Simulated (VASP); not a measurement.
A run of VASP 6.6.1:

The input INCAR:

```
SYSTEM = Li2Hg
PREC = Accurate
ENCUT = 520
EDIFF = 1E-6
ISMEAR = 0
SIGMA = 0.1
LREAL = .False.
LASPH = .True.
NELM = 100
ALGO = Normal
ISIF = 2
LWAVE = .False.
LCHARG = .True.
GGA = PE
LELF = .True.
LVHAR = .True.
NBANDS = 27
```

Contents of KPOINTS:

```
regular mesh
0
Gamma
  6 6 1
  0 0 0
```

POSCAR

```
Li2Hg
1.0
    3.1823787900      0.0000000000      0.0000000000
   -1.5911894000      2.7560208800      0.0000000000
    0.0000000000      0.0000000000     15.5904737000
Li Hg
4 2
Direct
    0.3333333300      0.6666666700      0.8333333300
    0.3333333300      0.6666666700      0.1666666700
    0.3333333300      0.6666666700      0.5000000000
    0.6666666700      0.3333333300      0.0000000000
    0.6666666700      0.3333333300      0.3333333300
    0.6666666700      0.3333333300      0.6666666700
```

Potentials or basis: VASP PAW PBE potentials, release 64 (Li_sv, Hg).

The run is started by

```sh
$ cat potpaw_PBE.64/Li_sv/POTCAR potpaw_PBE.64/Hg/POTCAR > POTCAR
$ mpirun -np 1 vasp_std > vasp.out
```

Hardware: 1 thread of Intel(R) Xeon(R) 6975P-C (Granite Rapids), with other jobs on the host.

**Question.** Estimate the wall time of this run.

**Answer.** Run time: 15 s on 1 thread of Intel(R) Xeon(R) 6975P-C (Granite Rapids) (shared host), peak memory 0.23 GiB. Counts: scf iterations 13, k points 7.
